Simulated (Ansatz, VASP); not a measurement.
**One calculation of Ba6LiNb2IrCl2O12, two programs**

```
Ba Li Nb Ir Cl O
1.0
     5.95680    0.00000    0.00000
    -2.97840    5.15874    0.00000
     0.00000    0.00000   15.55815
Ba Li Nb Ir Cl O
6 1 2 1 2 12
Cartesian
  0.0000 0.0000 5.6521
  0.0000 0.0000 12.2756
  0.0000 3.4392 9.8882
  0.0000 3.4392 13.8642
  0.0000 0.0000 1.0342
  0.0000 3.4392 3.6213
  0.0000 3.4392 0.9830
  2.9784 1.7196 12.7257
  2.9784 1.7196 2.8548
  2.9784 1.7196 0.0141
  0.0000 3.4392 6.6716
  0.0000 0.0000 9.0359
  2.9784 3.2935 14.2058
  4.4454 2.5666 11.7910
  2.9784 3.3826 3.8160
  2.9784 0.0256 11.7910
  1.5113 2.5666 11.7910
  2.9784 0.0888 1.3743
  4.4187 0.8880 3.8160
  4.3907 2.5350 1.3743
  1.5661 2.5350 1.3743
  1.6153 0.9326 14.2058
  1.5381 0.8880 3.8160
  4.3415 0.9326 14.2058
```

Alike in both runs: task electric field gradients; functional PBE; k mesh 5 × 5 × 2; occupations fermi-dirac, width 0.02 eV; no spin polarisation.

|  | VASP | Ansatz |
| --- | --- | --- |
| version | VASP 6.6.1 | Ansatz 0.2.0 |
| potentials or method | VASP PAW PBE potentials, release 64 (Ba_sv, Li_sv, Nb_sv, Ir_sv_GW, Cl, O) | plane-wave PAW, scalar-relativistic |
| plane-wave cutoff (eV) | 650 | 420 |
| valence electrons in the cell | 192 | 192 |

```tsv
	VASP	Ansatz	Ansatz less VASP
gap on the k mesh at the Fermi level (eV)	1.62	1.64	+0.021
pressure (GPa)	-1.5	-2.1	-0.65
traceless stress, the component that is largest in VASP (GPa)	-0.01	-0.12	-0.112
rms of the force components (eV/Å)	0.188	0.159	-0.0293
size of Vzz on the site where it differs most (V/Å²)	3.8	91.0	+87.21
```

Atom by atom the forces differ by 0.071 eV/Å (rms over components). One of these differences is far larger than is usual between the two programs; its cause wasn't traced.

Spin-orbit coupling is off throughout.
